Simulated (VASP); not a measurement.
A run of VASP 6.6.1:

INCAR

```
PREC = Accurate
ENCUT = 520
EDIFF = 1E-7
ISMEAR = 0
SIGMA = 0.05
LREAL = False
LASPH = True
NELM = 60
ALGO = Normal
ISIF = 2
LWAVE = False
LCHARG = True
LELF = True
LVHAR = True
NBANDS = 14
```

Contents of KPOINTS:

```
regular mesh
0
Gamma
  6 6 6
```

File POSCAR:

```
NaCl
1.0
    3.5021900000      0.0000000000      0.0000000000
    0.0000000000      3.5021900000      0.0000000000
    0.0000000000      0.0000000000      3.5021900000
Na Cl
1 1
Direct
    0.0000000000      0.0000000000      0.0000000000
    0.5329708136      0.5329708136      0.5329708136
```

Potentials or basis: VASP PAW LDA potentials, release 64 (Na_pv, Cl).

The run is started by

```bash
$ cat potpaw_LDA.64/Na_pv/POTCAR potpaw_LDA.64/Cl/POTCAR > POTCAR
$ mpirun -np 1 vasp_std > vasp.out
```

Hardware: 1 thread of Intel Xeon 6975P-C, on a shared host.

How long does it take, and how much memory?

Run time: 24 s on 1 thread of Intel Xeon 6975P-C, with other jobs on the host, peak memory 0.14 GiB. Counts: scf iterations 12, k points 32.
